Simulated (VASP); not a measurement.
# Cu5Mo (P-3m1) in VASP: relaxation of cell and atoms with PBE

Aim: the relaxation of cell and atoms of Cu5Mo with PBE.

Program: VASP 6.6.1. These are calculated values, not measurements. Logs are shortened: lines on timing, memory, paths and dates and some standing lists are left out, and cuts for length are marked.

### Step 1. The cell of the first run

It takes space group P-3m1 (No. 164, trigonal). Conventional cell: a = 2.640 Å, b = 2.640 Å, c = 25.860 Å, α = 90.00°, β = 90.00°, γ = 120.00°. Cu (site symmetry 3m) has 9 Cu at 2.64 Å and 3 Mo at 2.64 Å within 3.5 Å. Within 3.5 Å of Cu (site symmetry 3m) lie 12 Cu at 2.64 Å. Within 3.5 Å of Cu (site symmetry 3m) lie 12 Cu at 2.64 Å. Within 3.5 Å of Cu (site symmetry 3m) lie 12 Cu at 2.64 Å. Cu (site symmetry 3m) has 12 Cu at 2.64 Å within 3.5 Å. Mo (site symmetry 3m) has 3 Cu at 2.64 Å and 9 Mo at 2.64 Å within 3.5 Å.

### Step 2. Relaxation of cell and atoms, PBE

INCAR

```
SYSTEM = Cu5Mo
PREC     = Accurate       ! precision mode
ENCUT    = 600            ! plane-wave cutoff, eV
EDIFF    = 1E-6           ! SCF threshold, eV
ISMEAR   = 0              ! smearing method
SIGMA    = 0.2            ! smearing width, eV
LREAL    = .False.        ! projectors in reciprocal space
LASPH    = .True.         ! aspherical terms in the spheres
NELM     = 80             ! most SCF steps
ALGO     = Fast           ! electronic algorithm
ISIF     = 3              ! what is computed and relaxed
LWAVE    = .False.        ! write WAVECAR
LCHARG   = .False.        ! write CHGCAR
GGA      = PE             ! functional
IBRION   = 2              ! ionic algorithm
NSW      = 36             ! ionic steps
EDIFFG   = -0.08          ! ionic threshold
```

KPOINTS

```
regular mesh
0
Gamma
  7 7 1
  0 0 0
```

POSCAR

```
Cu5Mo
1.0
    2.6400000000      0.0000000000      0.0000000000
   -1.3200000000      2.2863070700      0.0000000000
    0.0000000000      0.0000000000     25.8600000000
Cu Mo
10 2
Direct
    0.0000000000      0.0000000000      0.1250000000
    0.6666666700      0.3333333300      0.2083300000
    0.0000000000      0.0000000000      0.8750000000
    0.3333333300      0.6666666700      0.7916700000
    0.0000000000      0.0000000000      0.3750000000
    0.6666666700      0.3333333300      0.4583300000
    0.3333333300      0.6666666700      0.2916700000
    0.6666666700      0.3333333300      0.7083300000
    0.0000000000      0.0000000000      0.6250000000
    0.3333333300      0.6666666700      0.5416700000
    0.3333333300      0.6666666700      0.0416700000
    0.6666666700      0.3333333300      0.9583300000
```

Potentials or basis: VASP PAW PBE potentials, release 64 (Cu, Mo_sv).

On the command line:

```
> cat potpaw_PBE.64/Cu/POTCAR potpaw_PBE.64/Mo_sv/POTCAR > POTCAR
> mpirun -np 1 vasp_std > vasp.out
```

OUTCAR:

```text
SYSTEM = Cu5Mo
   PREC = Accurate
   ENCUT = 600
   EDIFF = 1E-6
   ISMEAR = 0
   LREAL = .False.
   LASPH = .True.
   NELM = 80
   ISIF = 3
   GGA = PE
   IBRION = 2
   NSW = 36
   EDIFFG = -0.08

 ion  position               nearest neighbor table
   1  0.000  0.000  0.125-   2 2.64  11 2.64   2 2.64  11 2.64   2 2.64  11 2.64
   2  0.667  0.333  0.208-   1 2.64   1 2.64   1 2.64   7 2.64   7 2.64   7 2.64
   3  0.000  0.000  0.875-   4 2.64  12 2.64  12 2.64   4 2.64  12 2.64   4 2.64
   4  0.333  0.667  0.792-   3 2.64   3 2.64   3 2.64   8 2.64   8 2.64   8 2.64
   5  0.000  0.000  0.375-   6 2.64   7 2.64   6 2.64   7 2.64   6 2.64   7 2.64
   6  0.667  0.333  0.458-   5 2.64   5 2.64   5 2.64  10 2.64  10 2.64  10 2.64
   7  0.333  0.667  0.292-   5 2.64   5 2.64   5 2.64   2 2.64   2 2.64   2 2.64
   8  0.667  0.333  0.708-   9 2.64   9 2.64   9 2.64   4 2.64   4 2.64   4 2.64
   9  0.000  0.000  0.625-   8 2.64  10 2.64   8 2.64  10 2.64   8 2.64  10 2.64
  10  0.333  0.667  0.542-   9 2.64   9 2.64   9 2.64   6 2.64   6 2.64   6 2.64
  11  0.333  0.667  0.042-   1 2.64   1 2.64   1 2.64  12 2.64  12 2.64  12 2.64
  12  0.667  0.333  0.958-   3 2.64   3 2.64   3 2.64  11 2.64  11 2.64  11 2.64

  LATTYP: Found a hexagonal cell.
 ALAT       =     2.6400000000
 C/A-ratio  =     9.7954545455

  Lattice vectors:

 A1 = (   2.6400000000,   0.0000000000,   0.0000000000)
 A2 = (  -1.3200000000,   2.2863070700,   0.0000000000)
 A3 = (   0.0000000000,   0.0000000000,  25.8600000000)

Analysis of symmetry for initial positions (statically):
=====================================================================
 Subroutine PRICEL returns:
 Original cell was already a primitive cell.

 Routine SETGRP: Setting up the symmetry group for a
 hexagonal supercell.

 Subroutine GETGRP returns: Found 12 space group operations
 (whereof 12 operations were pure point group operations)
 out of a pool of 24 trial point group operations.

The static configuration has the point symmetry D_3d.

Analysis of symmetry for dynamics (positions and initial velocities):
=====================================================================
 Subroutine PRICEL returns:
 Original cell was already a primitive cell.

 Routine SETGRP: Setting up the symmetry group for a
 hexagonal supercell.

 Subroutine GETGRP returns: Found 12 space group operations
 (whereof 12 operations were pure point group operations)
 out of a pool of 24 trial point group operations.

The dynamic configuration has the point symmetry D_3d.

 Subroutine INISYM returns: Found 12 space group operations
 (whereof 12 operations are pure point group operations),
 and found     1 'primitive' translations

[... 122 lines left out ...]
   GGA     = PE    functional components
   LHFCALC =     F    Hartree Fock is set to
   AEXX    =    0.0000 exact exchange contribution
   IVDW    =     0    specifies the selected vdW correction
   LEPSILON=     F    determine dielectric tensor
   LRPA    =     F    only Hartree local field effects (RPA)
 conjugate gradient relaxation of ions
 non-spin polarized calculation
 RMM-DIIS sequential band-by-band and
 Gauss-broadening in eV      SIGMA  =   0.20
  energy-cutoff  :      600.00
  volume of cell :      156.09
 maximum number of plane-waves:      5243
 NGX is ok and might be reduce to    24
   NGX = 11   NGY = 11   NGZ =103

--------------------------------------- Ionic step        1  -------------------------------------------

 number of electron     137.9999889 magnetization

 Free energy of the ion-electron system (eV)
  ---------------------------------------------------
  ext. energy  EPLUGINS =         0.00000000
  ---------------------------------------------------
  free energy    TOTEN  =       -57.21274747 eV

  energy without entropy =      -57.09988633  energy(sigma->0) =      -57.15631690

------------------------ aborting loop because EDIFF is reached ----------------------------------------

  FORCE on cell =-STRESS in cart. coord.  units (eV):
  Direction    XX          YY          ZZ          XY          YZ          ZX
  --------------------------------------------------------------------------------------
  -------------------------------------------------------------------------------------
  Total        1.6341205      1.6341205      5.6925458      0.0000000      0.0000000      0.0000000
  in kB       16.7736531     16.7736531     58.4319136      0.0000000      0.0000000      0.0000000
  external PRESSURE =      30.6597400 kB  Pullay stress =       0.0000000 kB
[... 119 lines left out ...]
  FREE ENERGIE OF THE ION-ELECTRON SYSTEM (eV)
  ---------------------------------------------------
  free  energy   TOTEN  =       -57.5571724488 eV

  energy  without entropy=      -57.4649228293  energy(sigma->0) =      -57.51104764

[... ionic steps 4 to 13 ...]

--------------------------------------- Ionic step       14  -------------------------------------------

 number of electron     137.9999960 magnetization

------------------------ aborting loop because EDIFF is reached ----------------------------------------
[... 87 lines left out ...]
--------------------------------------- Ionic step       16  -------------------------------------------

 number of electron     137.9999953 magnetization

 Free energy of the ion-electron system (eV)
  ---------------------------------------------------
  ext. energy  EPLUGINS =         0.00000000
  ---------------------------------------------------
  free energy    TOTEN  =       -57.92504710 eV

  energy without entropy =      -57.82958119  energy(sigma->0) =      -57.87731415

 E-fermi :   8.2381     XC(G=0): -12.6274

 val. band max:        8.2064301148   @ k =   0.1429  -0.0000   0.0000
 cond. band min:       8.2502751967   @ k =   0.1429   0.1429   0.0000
 fundamental gap:      0.0438450819
 Fermi energy:         8.2381178778

 k-point     1 :       0.0000    0.0000    0.0000
  band No.  band energies     occupation
      1     -52.8866      2.00000
      2     -52.7978      2.00000
      3     -27.3173      2.00000
      4     -26.7189      2.00000
      5     -25.9073      2.00000
      6     -25.9073      2.00000
[... 661 lines left out ...]
     80      12.8270      0.00000
     81      13.0232      0.00000
 [bands above 81 left out]

------------------------ aborting loop because EDIFF is reached ----------------------------------------

  FORCE on cell =-STRESS in cart. coord.  units (eV):
  Direction    XX          YY          ZZ          XY          YZ          ZX
  --------------------------------------------------------------------------------------
  -------------------------------------------------------------------------------------
  Total       -0.0452455     -0.0452455      0.2335352      0.0000000     -0.0000000      0.0000000
  in kB       -0.4673733     -0.4673733      2.4123513      0.0000000     -0.0000000      0.0000000
  external PRESSURE =       0.4925349 kB  Pullay stress =       0.0000000 kB
[... 27 lines left out ...]
  FREE ENERGIE OF THE ION-ELECTRON SYSTEM (eV)
  ---------------------------------------------------
  free  energy   TOTEN  =       -57.9250471003 eV

  energy  without entropy=      -57.8295811940  energy(sigma->0) =      -57.87731415

 reached required accuracy - stopping structural energy minimisation
```

CONTCAR:

```text
Cu5Mo
   1.00000000000000
     2.6396483811463032   -0.0000000000000000   -0.0000000000000000
    -1.3198241905731516    2.2860025591281055    0.0000000000000000
    -0.0000000000000001    0.0000000000000004   25.7039304372293103
  Cu              Mo
    10     2
Direct
     1.0000000000000000    0.0000000000000000    0.1366232342175577
     0.6666666699999979    0.3333333300000021    0.2173678455960888
     0.0000000000000000    0.0000000000000000    0.8633767657824423
     0.3333333300000021    0.6666666699999979    0.7826321544039111
     0.0000000000000000    0.0000000000000000    0.3787820940801651
     0.6666666699999979    0.3333333300000021    0.4593789940286384
     0.3333333300000021    0.6666666699999979    0.2983872923428273
     0.6666666699999979    0.3333333300000021    0.7016127076571725
     0.0000000000000000    0.0000000000000000    0.6212179059198351
     0.3333333300000021    0.6666666699999979    0.5406210059713621
     0.3333333300000021    0.6666666699999979    0.0478130299017204
     0.6666666699999979    0.3333333300000021    0.9521869700982796

  0.00000000E+00  0.00000000E+00  0.00000000E+00
  0.00000000E+00  0.00000000E+00  0.00000000E+00
  0.00000000E+00  0.00000000E+00  0.00000000E+00
  0.00000000E+00  0.00000000E+00  0.00000000E+00
  0.00000000E+00  0.00000000E+00  0.00000000E+00
  0.00000000E+00  0.00000000E+00  0.00000000E+00
  0.00000000E+00  0.00000000E+00  0.00000000E+00
  0.00000000E+00  0.00000000E+00  0.00000000E+00
  0.00000000E+00  0.00000000E+00  0.00000000E+00
  0.00000000E+00  0.00000000E+00  0.00000000E+00
  0.00000000E+00  0.00000000E+00  0.00000000E+00
  0.00000000E+00  0.00000000E+00  0.00000000E+00
```

Wall time 27 min (1 thread of AMD EPYC 9R45 (Zen 5), shared host); peak memory 0.39 GiB.

Results:

```yaml
Free_energy: -57.9250 eV
Relaxed_volume: 12.93 Å³/atom
Relaxed_cell: a = 2.640 Å, b = 2.640 Å, c = 25.704 Å, α = 90.00°, β = 90.00°, γ = 120.00°
Space_group_after_relaxing_to_0.1_Å: P-3m1 (No. 164)
Energy_gained_by_relaxing: 59.4 meV/atom
Ionic_steps: 16
Pressure_after_relaxing: 0.0 GPa
Largest_force_after_relaxing: 0.059 eV/Å
Band_gap_on_the_k_mesh: zero (bands 69 and 70 overlap by 2.35 eV)
```

Forces in eV/Å, atoms in the order of the input:
```
Cu   0.000  0.000  0.039
Cu   0.000  0.000  0.026
Cu   0.000  0.000 -0.039
Cu   0.000  0.000 -0.026
Cu   0.000  0.000  0.017
Cu   0.000  0.000  0.059
Cu   0.000  0.000 -0.034
Cu   0.000  0.000  0.034
Cu   0.000  0.000 -0.017
Cu   0.000  0.000 -0.059
Mo   0.000  0.000 -0.036
Mo   0.000  0.000  0.036
```

Step by step:
| step | energy change (eV) | largest force (eV/Å) | pressure (GPa) | volume (Å³) |
| --- | --- | --- | --- | --- |
| 1 | 0.0000 | 2.5550 | 3.07 | 156.09 |
| 2 | -0.3211 | 1.0837 | -3.63 | 161.76 |
| 3 | -0.3444 | 1.0936 | -2.42 | 160.55 |
| 4 | -0.4782 | 0.6945 | -0.21 | 157.33 |
| 5 | -0.5096 | 0.4718 | 1.66 | 155.05 |
| 6 | -0.5807 | 0.5070 | -0.25 | 156.49 |
| 7 | -0.5860 | 0.5202 | -0.74 | 156.99 |
| 8 | -0.6286 | 0.3059 | -0.27 | 156.08 |
| 9 | -0.6465 | 0.3308 | 0.35 | 155.14 |
| 10 | -0.6702 | 0.2406 | -0.17 | 155.64 |
| 11 | -0.6767 | 0.1947 | -0.53 | 156.00 |
| 12 | -0.6932 | 0.1763 | 0.43 | 154.94 |
| 13 | -0.6945 | 0.1820 | 0.69 | 154.58 |
| 14 | -0.7058 | 0.1543 | -0.34 | 155.55 |
| 15 | -0.7060 | 0.1576 | -0.40 | 155.66 |
| 16 | -0.7123 | 0.0585 | 0.05 | 155.10 |

Final structure:
```
Cu Mo
1.0
     2.63965    0.00000    0.00000
    -1.31982    2.28600    0.00000
     0.00000    0.00000   25.70393
Cu Mo
10 2
Cartesian
  2.6396 0.0000 3.5118
  1.3198 0.7620 5.5872
  0.0000 0.0000 22.1922
  0.0000 1.5240 20.1167
  0.0000 0.0000 9.7362
  1.3198 0.7620 11.8078
  0.0000 1.5240 7.6697
  1.3198 0.7620 18.0342
  0.0000 0.0000 15.9677
  0.0000 1.5240 13.8961
  0.0000 1.5240 1.2290
  1.3198 0.7620 24.4749
```

Caveat: the k points lie up to 0.39 Å⁻¹ apart in the final cell, too coarse for converged energies and pressures of a metal; the relaxation stopped at a loose force limit of 0.08 eV/Å, so its end isn't a converged minimum.

The gap in the log of VASP goes by the Fermi energy; the results here count the filled bands.